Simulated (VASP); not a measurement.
# Na2BrCl (R-3m) in VASP: notebook

Runs on Na2BrCl. Level: LDA. Tasks: single point.

Program: VASP 6.6.1. These are calculated values, not measurements. Logs are shortened: lines on timing, memory, paths and dates and some standing lists are left out, and cuts for length are marked.

## (1) The cell of the first run

The structure is trigonal, space group R-3m (No. 166). The conventional cell has a = 3.978 Å, b = 3.978 Å, c = 19.495 Å, α = 90.00°, β = 90.00°, γ = 120.00°. Na (site symmetry 3m) has 3 Cl at 2.76 Å and 3 Br at 2.86 Å within 3.6 Å. Within 3.8 Å of Br (site symmetry -3m) lie 6 Na at 2.86 Å. Cl (site symmetry -3m) has 6 Na at 2.76 Å within 3.6 Å.

## (2) Single point, LDA

Contents of INCAR:

```
PREC = Accurate
ENCUT = 520
EDIFF = 1E-6
ISMEAR = 0
SIGMA = 0.05
LREAL = False
LASPH = True
NELM = 100
ALGO = Normal
ISIF = 2
LWAVE = False
LCHARG = False
NBANDS = 22
```

Contents of KPOINTS:

```
Automatic mesh
0
Gamma
  9 9 9
```

Contents of POSCAR:

```
Na2BrCl
1.0
    1.9888625555      1.1482703318      6.4983477511
   -1.9888625555      1.1482703318      6.4983477511
    0.0000000000     -2.2965406636      6.4983477511
Na Br Cl
2 1 1
Direct
    0.2545086910      0.2545086910      0.2545086910
    0.7454913090      0.7454913090      0.7454913090
    0.5000000000      0.5000000000      0.5000000000
    0.0000000000      0.0000000000      0.0000000000
```

Potentials or basis: VASP PAW LDA potentials, release 64 (Na_pv, Br, Cl).

Run with:

```
$ cat potpaw_LDA.64/Na_pv/POTCAR potpaw_LDA.64/Br/POTCAR potpaw_LDA.64/Cl/POTCAR > POTCAR
$ mpirun -np 1 vasp_std > vasp.out
```

OUTCAR:

```text
PREC = Accurate
   ENCUT = 520
   EDIFF = 1E-6
   ISMEAR = 0
   LREAL = False
   LASPH = True
   NELM = 100
   ISIF = 2

 ion  position               nearest neighbor table
   1  0.255  0.255  0.255-
   2  0.745  0.745  0.745-
   3  0.500  0.500  0.500-
   4  0.000  0.000  0.000-

  LATTYP: Found a trigonal (rhomboedric) cell.
 ALAT       =     6.8922146306
 COS(alpha) =     0.8334586995

  Lattice vectors:

 A1 = (   1.9888625555,   1.1482703318,   6.4983477511)
 A2 = (  -1.9888625555,   1.1482703318,   6.4983477511)
 A3 = (   0.0000000000,  -2.2965406636,   6.4983477511)

Analysis of symmetry for initial positions (statically):
=====================================================================
 Subroutine PRICEL returns:
 Original cell was already a primitive cell.

 Routine SETGRP: Setting up the symmetry group for a
 trigonal (rhombohedral) supercell.

 Subroutine GETGRP returns: Found 12 space group operations
 (whereof 12 operations were pure point group operations)
 out of a pool of 12 trial point group operations.

The static configuration has the point symmetry D_3d.

Analysis of symmetry for dynamics (positions and initial velocities):
=====================================================================
 Subroutine PRICEL returns:
 Original cell was already a primitive cell.

 Routine SETGRP: Setting up the symmetry group for a
 trigonal (rhombohedral) supercell.

 Subroutine GETGRP returns: Found 12 space group operations
 (whereof 12 operations were pure point group operations)
 out of a pool of 12 trial point group operations.

The dynamic configuration has the point symmetry D_3d.

 Subroutine INISYM returns: Found 12 space group operations
 (whereof 12 operations are pure point group operations),
 and found     1 'primitive' translations

----------------------------------------------------------------------------------------

                                     Primitive cell

  volume of cell :      89.0437

  direct lattice vectors                    reciprocal lattice vectors
     1.988862555  1.148270332  6.498347751     0.251399977  0.145145844  0.051295090
    -1.988862555  1.148270332  6.498347751    -0.251399977  0.145145844  0.051295090
     0.000000000 -2.296540664  6.498347751     0.000000000 -0.290291688  0.051295090

  length of vectors
     6.892214631  6.892214631  6.892214631     0.294788824  0.294788824  0.294788824

  position of ions in fractional coordinates (direct lattice)
     0.254508691  0.254508691  0.254508691
     0.745491309  0.745491309  0.745491309
     0.500000000  0.500000000  0.500000000
     0.000000000  0.000000000  0.000000000

  ion indices of the primitive-cell ions
   primitive index   ion index
                 1           1
                 2           2
                 3           3
                 4           4

----------------------------------------------------------------------------------------

 KPOINTS: Automatic mesh

Automatic generation of k-mesh.
 Grid dimensions read from file:
 generate k-points for:    9    9    9

 Generating k-lattice:

  Cartesian coordinates                     Fractional coordinates (reciprocal lattice)
     0.027933331  0.016127316  0.005699454     0.111111111  0.000000000  0.000000000
    -0.027933331  0.016127316  0.005699454     0.000000000  0.111111111  0.000000000
     0.000000000 -0.032254632  0.005699454     0.000000000  0.000000000  0.111111111

  Length of vectors
     0.032754314  0.032754314  0.032754314

  Shift w.r.t. Gamma in fractional coordinates (k-lattice)
     0.000000000  0.000000000  0.000000000

 Subroutine IBZKPT returns following result:
 ===========================================

 Found     85 irreducible k-points:

 Following reciprocal coordinates:
            Coordinates               Weight
  0.000000  0.000000  0.000000      1.000000
  0.111111  0.000000 -0.000000      6.000000
  0.222222  0.000000 -0.000000      6.000000
  0.333333  0.000000 -0.000000      6.000000
  0.444444  0.000000 -0.000000      6.000000
  0.111111  0.111111 -0.000000      6.000000
[... 16 lines left out ...]
 -0.333333  0.333333  0.000000      6.000000
  0.444444  0.444444  0.000000      6.000000
 [... further k-points ...]
   k-points           NKPTS =     85   k-points in BZ     NKDIM =     85   number of bands    NBANDS=     22
   number of dos      NEDOS =    301   number of ions     NIONS =      4
   total plane-waves  NPLWV = 157464
   dimension x,y,z NGX =    54 NGY =   54 NGZ =   54
   dimension x,y,z NGXF=   108 NGYF=  108 NGZF=  108
   ions per type =               2   1   1
   NGX,Y,Z   is equivalent  to a cutoff of  13.03, 13.03, 13.03 a.u.
   NGXF,Y,Z  is equivalent  to a cutoff of  26.05, 26.05, 26.05 a.u.
 SYSTEM =  unknown system
   PREC   = accura    normal or accurate (medium, high low for compatibility)
   ISTART =      0    job   : 0-new  1-cont  2-samecut
   ICHARG =      2    charge: 1-file 2-atom 10-const
   ISPIN  =      1    spin polarized calculation?
   LNONCOLLINEAR =      F non collinear calculations
   LSORBIT =      F    spin-orbit coupling
   LASPH  =      T    aspherical Exc in radial PAW
   ENCUT  =  520.0 eV  38.22 Ry    6.18 a.u.  12.81 12.81 12.81*2*pi/ulx,y,z
   NELM   =    100;   NELMIN=  2; NELMDL= -5     # of ELM steps
   EDIFF  = 0.1E-05   stopping-criterion for ELM
   LREAL  =      F    real-space projection
   EDIFFG = 0.1E-04   stopping-criterion for IOM
   NSW    =      0    number of steps for IOM
   IBRION =     -1    ionic relax: 0-MD 1-quasi-New 2-CG
   NFREE  =      0    steps in history (QN), initial steepest desc. (CG)
   ISIF   =      2    stress and relaxation
   ISYM   =      2    0-nonsym 1-usesym 2-fastsym
   POTIM  = 0.5000    time-step for ionic-motion
   TEBEG  =    0.0;   TEEND  =   0.0 temperature during run
   PSTRESS=    0.0 pullay stress
   NELECT =      28.0000    total number of electrons
   NUPDOWN=      -1.0000    fix difference up-down
   EMIN   =  10.00;   EMAX   =-10.00  energy-range for DOS
   EFERMI =   0.00;   METHOD = LEGACY
   ISMEAR =     0;   SIGMA  =   0.05  broadening in eV -4-tet -1-fermi 0-gaus
   EFERMI_NEDOS =   21; number of points for ismear=-14 and -15
   IALGO  =     38    algorithm
   IMIX   =      4    mixing-type and parameters
     AMIX     =   0.40;   BMIX     =  1.00
     AMIX_MAG =   1.60;   BMIX_MAG =  1.00
  volume/ion in A,a.u.               =      22.26       150.22
  Fermi-wavevector in a.u.,A,eV,Ry     =   1.113251  2.103740 16.862082  1.239328
  Thomas-Fermi vector in A             =   2.249834
   LORBIT       =      0    0 simple, 1 ext, 2 COOP (PROOUT), +10 PAW based schemes
   GGA     = CA    functional components
   LHFCALC =     F    Hartree Fock is set to
   AEXX    =    0.0000 exact exchange contribution
   IVDW    =     0    specifies the selected vdW correction
   LEPSILON=     F    determine dielectric tensor
   LRPA    =     F    only Hartree local field effects (RPA)
 non-spin polarized calculation
 Gauss-broadening in eV      SIGMA  =   0.05
  energy-cutoff  :      520.00
  volume of cell :       89.04
 maximum number of plane-waves:      2437
 NGX is ok and might be reduce to    54
   NGX = 25   NGY = 25   NGZ = 25

 number of electron      27.9999996 magnetization

 Free energy of the ion-electron system (eV)
  ---------------------------------------------------
  ext. energy  EPLUGINS =         0.00000000
  ---------------------------------------------------
  free energy    TOTEN  =       -14.11769316 eV

  energy without entropy =      -14.11769316  energy(sigma->0) =      -14.11769316

 E-fermi :   0.3608     XC(G=0):  -8.9806

 val. band max:        0.0424547864   @ k =   0.0000   0.0000   0.0000
 cond. band min:       4.2139307730   @ k =   0.0000   0.0000   0.0000
 fundamental gap:      4.1714759866
 Fermi energy:         0.3607992485

 k-point     1 :       0.0000    0.0000    0.0000
  band No.  band energies     occupation
      1     -21.3968      2.00000
      2     -21.3626      2.00000
      3     -21.3626      2.00000
      4     -21.3605      2.00000
      5     -21.3600      2.00000
      6     -21.3600      2.00000
[... 14 lines left out ...]
     21       9.9870      0.00000
     22      10.4182      0.00000

 k-point     2 :       0.1111    0.0000   -0.0000
  band No.  band energies     occupation
      1     -21.3947      2.00000
      2     -21.3652      2.00000
      3     -21.3632      2.00000
      4     -21.3632      2.00000
      5     -21.3607      2.00000
      6     -21.3605      2.00000
[... 14 lines left out ...]
     21      10.2167      0.00000
     22      10.2304      0.00000

 k-point     3 :       0.2222    0.0000   -0.0000
  band No.  band energies     occupation
      1     -21.3893      2.00000
      2     -21.3719      2.00000
      3     -21.3707      2.00000
      4     -21.3646      2.00000
      5     -21.3619      2.00000
      6     -21.3619      2.00000
[... 14 lines left out ...]
     21      10.5627      0.00000
     22      10.8104      0.00000

 k-point     4 :       0.3333    0.0000   -0.0000
  band No.  band energies     occupation
      1     -21.3848      2.00000
      2     -21.3783      2.00000
      3     -21.3778      2.00000
      4     -21.3663      2.00000
      5     -21.3641      2.00000
      6     -21.3635      2.00000
[... 14 lines left out ...]
     21      10.8895      0.00000
     22      11.3845      0.00000

 k-point     5 :       0.4444    0.0000   -0.0000
  band No.  band energies     occupation
      1     -21.3877      2.00000
      2     -21.3831      2.00000
      3     -21.3738      2.00000
      4     -21.3676      2.00000
      5     -21.3673      2.00000
      6     -21.3645      2.00000
[... 417 lines left out ...]
 k-point    22 :      -0.4444    0.3333    0.0000
  band No.  band energies     occupation
      1     -21.3897      2.00000
      2     -21.3817      2.00000
      3     -21.3762      2.00000
      4     -21.3686      2.00000
      5     -21.3675      2.00000
      6     -21.3645      2.00000
[... 14 lines left out ...]
     21      10.6367      0.00000
     22      11.7355      0.00000

 k-point    23 :      -0.3333    0.3333    0.0000
  band No.  band energies     occupation
      1     -21.3848      2.00000
      2     -21.3822      2.00000
      3     -21.3782      2.00000
      4     -21.3724      2.00000
      5     -21.3675      2.00000
      6     -21.3656      2.00000
[... 14 lines left out ...]
     21      10.9175      0.00000
     22      11.3580      0.00000

 k-point    24 :       0.4444    0.4444    0.0000
  band No.  band energies     occupation
      1     -21.3950      2.00000
      2     -21.3843      2.00000
      3     -21.3702      2.00000
      4     -21.3697      2.00000
      5     -21.3628      2.00000
      6     -21.3621      2.00000
[... 14 lines left out ...]
     21      11.1422      0.00000
     22      13.5219      0.00000

 [... further k-points ...]

------------------------ aborting loop because EDIFF is reached ----------------------------------------

  FORCE on cell =-STRESS in cart. coord.  units (eV):
  Direction    XX          YY          ZZ          XY          YZ          ZX
  --------------------------------------------------------------------------------------
  -------------------------------------------------------------------------------------
  Total        0.0132286      0.0132286      0.0118672      0.0000000     -0.0000000      0.0000000
  in kB        0.2380240      0.2380240      0.2135287      0.0000000     -0.0000000      0.0000000
  external PRESSURE =       0.2298589 kB  Pullay stress =       0.0000000 kB

 VOLUME and BASIS-vectors are now :
 -----------------------------------------------------------------------------
  energy-cutoff  :      520.00
  volume of cell :       89.04
      direct lattice vectors                 reciprocal lattice vectors
     1.988862555  1.148270332  6.498347751     0.251399977  0.145145844  0.051295090
    -1.988862555  1.148270332  6.498347751    -0.251399977  0.145145844  0.051295090
     0.000000000 -2.296540664  6.498347751     0.000000000 -0.290291688  0.051295090

 POSITION                                       TOTAL-FORCE (eV/Angst)
 -----------------------------------------------------------------------------------
      0.00000      0.00000      4.96166         0.000000      0.000000      0.001018
      0.00000      0.00000     14.53339         0.000000     -0.000000     -0.001018
      0.00000      0.00000      9.74752         0.000000      0.000000     -0.000000
      0.00000      0.00000      0.00000        -0.000000     -0.000000      0.000000
 -----------------------------------------------------------------------------------
    total drift:                               -0.000000      0.000000     -0.000000

  FREE ENERGIE OF THE ION-ELECTRON SYSTEM (eV)
  ---------------------------------------------------
  free  energy   TOTEN  =       -14.1176931631 eV

  energy  without entropy=      -14.1176931631  energy(sigma->0) =      -14.11769316
```

It took 6.8 min on 1 thread of AMD EPYC 7R43 (Zen 3), shared host; peak memory 0.34 GiB.

What came out:

```yaml
Free_energy: -14.1177 eV
Pressure: 0.0 GPa
Band_gap_on_the_k_mesh: 4.17 eV, direct
```

## (3) Single point, LDA

This run uses another cell than the first one, of 23.90 Å³/atom, 1.074 times its volume.

Contents of INCAR:

```
SYSTEM = Na2BrCl
PREC = Accurate
ENCUT = 520
EDIFF = 1E-6
ISMEAR = 0
SIGMA = 0.1
LREAL = .False.
LASPH = .True.
NELM = 100
ALGO = Normal
ISIF = 2
LWAVE = .False.
LCHARG = .True.
GGA = CA
LELF = .True.
LVHAR = .True.
NBANDS = 22
```

Contents of KPOINTS:

```
regular mesh
0
Gamma
  6 6 6
  0 0 0
```

Contents of POSCAR:

```
Na2BrCl
1.0
    2.0360244553      1.1754992673      6.6581171636
   -2.0360244553      1.1754992673      6.6581171636
    0.0000000000     -2.3509985347      6.6581171636
Na Br Cl
2 1 1
Direct
    0.2541929500      0.2541929500      0.2541929500
    0.7458070500      0.7458070500      0.7458070500
    0.5000000000      0.5000000000      0.5000000000
    0.0000000000      0.0000000000      0.0000000000
```

Potentials or basis: VASP PAW LDA potentials, release 64 (Na_pv, Br, Cl).

Run with:

```
$ cat potpaw_LDA.64/Na_pv/POTCAR potpaw_LDA.64/Br/POTCAR potpaw_LDA.64/Cl/POTCAR > POTCAR
$ mpirun -np 1 vasp_std > vasp.out
```

Run time: 3.4 min. Hardware: 1 thread of AMD EPYC 7R43 (Zen 3), shared host; peak memory 0.28 GiB.

The run converged. Its results:

```
Free energy            : -14.0809 eV
Pressure               : -1.7 GPa
Largest force          : 0.007 eV/Å
Band gap on the k mesh : 3.95 eV, direct
```

Forces on the atoms (eV/Å):
```
Na   0.000  0.000  0.007
Na   0.000  0.000 -0.007
Br   0.000  0.000  0.000
Cl   0.000  0.000  0.000
```

Levels at points of the mesh, in eV from the valence-band top:
```csv
k point,band 11,band 12,band 13,band 14,band 15,band 16,band 17,band 18
"(0.00, 0.00, 0.00)",-0.94,-0.34,0.00,0.00,3.95,6.08,9.67,9.67
"(0.50, 0.00, 0.00)",-1.46,-1.21,-0.98,-0.45,6.88,7.02,7.82,8.47
"(0.50, 0.50, 0.00)",-1.25,-1.07,-0.56,-0.39,6.02,6.21,6.87,9.54
"(0.50, 0.50, 0.50)",-0.92,-0.92,-0.03,-0.03,5.46,5.55,8.60,9.19
```

A k mesh can miss the band edges. A hybrid or GW would open this gap; LDA tends to underestimate it.
